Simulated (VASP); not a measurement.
Here is a VASP 6.6.1 calculation.

INCAR

```
  PREC = Accurate
  ENCUT = 520
  EDIFF = 1E-6
  ISMEAR = -1
  SIGMA = 0.05
  LREAL = False
  LASPH = True
  NELM = 150
  ALGO = Normal
  ISIF = 2
  LWAVE = False
  LCHARG = False
  ISPIN = 2
  MAGMOM = 3 0
  LORBIT = 11
  LMAXMIX = 4
  GGA = PS
  IVDW = 12
  NBANDS = 18
```

File KPOINTS:

```
regular mesh
0
Gamma
  11 11 11
```

File POSCAR:

```
FeO
1.0
    0.0000000000      2.1128598399      2.1128598399
    2.1128598399      0.0000000000      2.1128598399
    2.1128598399      2.1128598399      0.0000000000
Fe O
1 1
Direct
    0.0000000000      0.0000000000      0.0000000000
    0.5000000000      0.5000000000      0.5000000000
```

Potentials or basis: VASP PAW PBE potentials, release 64 (Fe, O).

Run with:

```sh
$ cat potpaw_PBE.64/Fe/POTCAR potpaw_PBE.64/O/POTCAR > POTCAR
$ mpirun -np 1 vasp_std > vasp.out
```

Question: Estimate the dispersion energy per atom.

Answer: -0.178 eV.

Question: What does it give for the net moment?

Answer: 4.00 μB per cell.

Question: Predict the pressure.

Answer: 0.5 GPa.

Caveat: the PAW data sets were made with another functional, which shifts forces and pressure a little; a cell with one magnetic atom can't hold antiferromagnetic order, which such compounds often take; semilocal functionals often make such compounds metallic where correlation or magnetic order opens a gap, which also shifts bond lengths.

**Experimental background.**

From “W\"ustite: Electric, thermodynamic and optical properties of FeO”, 2012, arxiv:1203.1201, for a bulk crystal of FeO: band gap 2.4 eV (optical).

Against the measured gap of FeO, 2.4 eV (optical; quoted in “W\"ustite: Electric, thermodynamic and optical properties of FeO”, 2012, arxiv:1203.1201), the calculated 0.00 eV is off by -2.40 eV. So large a miss can be the level of theory's own, or it may mean another phase, state or a wrong row. The value is that of PBEsol+D3(BJ) on a finite k mesh, which can miss the band edges, without temperature or zero-point motion. Semilocal functionals fall short of measured gaps as a rule. The run's magnetic order (collinear spin, ferromagnetic start) needn't be the measured crystal's.
